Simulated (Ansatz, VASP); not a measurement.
LiF in VASP and in Ansatz

INCAR

```
ALGO = Normal
EDIFF = 1E-6
ENCUT = 520
GGA = PE
ISIF = 2
ISMEAR = 0
LASPH = T
LCHARG = F
LREAL = F
LWAVE = F
NBANDS = 18
NELM = 80
PREC = Accurate
SIGMA = 0.05
```

KPOINTS

```
k-points
0
Gamma
  9 9 6
```

POSCAR

```
LiF
1.0
    3.1094393350      0.0000000000      0.0000000000
   -1.5547196675      2.6928534557      0.0000000000
    0.0000000000      0.0000000000      4.9539587486
Li F
2 2
Direct
    0.3333333333      0.6666666667      0.3504708074
    0.6666666667      0.3333333333      0.8504708074
    0.3333333333      0.6666666667      0.9939266766
    0.6666666667      0.3333333333      0.4939266766
```

Input for Ansatz:

```yaml
crystal:
  lattice:
    - [3.109439335, 0.0, 0.0]
    - [-1.5547196675, 2.6928534557, 0.0]
    - [0.0, 0.0, 4.9539587486]
  atoms:
    - { symbol: Li, position: [0.3333333333, 0.6666666667, 0.3504708074] }
    - { symbol: Li, position: [0.6666666667, 0.3333333333, 0.8504708074] }
    - { symbol: F, position: [0.3333333333, 0.6666666667, 0.9939266766] }
    - { symbol: F, position: [0.6666666667, 0.3333333333, 0.4939266766] }
basis:
  ecutwfc: 520.0
kpoints:
  mp_grid: { grid: [9, 9, 6] }
hamiltonian:
  xc: pbe
scf:
  occupations: { method: gaussian, width: 0.05 }
output:
  forces: true
  stress: true
  eigenvalues: true
```

Alike in both runs: task single point; functional PBE; k mesh 9 × 9 × 6; occupations gaussian, width 0.05 eV; no spin polarisation.

|  | VASP | Ansatz |
| --- | --- | --- |
| version | VASP 6.6.1 | Ansatz 0.2.0 |
| potentials or method | VASP PAW PBE potentials, release 64 (Li_sv, F), cutoff 520 eV | scalar-relativistic, plane waves, PAW |
| valence electrons in the cell | 20 | 20 |

```csv
,VASP,Ansatz,Ansatz less VASP
gap on the k mesh at the Fermi level (eV),7.63,7.64,+0.012
least direct gap on the mesh (eV),7.63,7.64,+0.012
rms of the force components (eV/Å),0.330,0.316,-0.0134
```

Atom by atom the forces differ by 0.013 eV/Å (rms over components). With one functional, cell and mesh, what is left measures potentials, basis and numerics.

Noted on VASP's run: the cutoff is short for stress, so the pressure is rough.
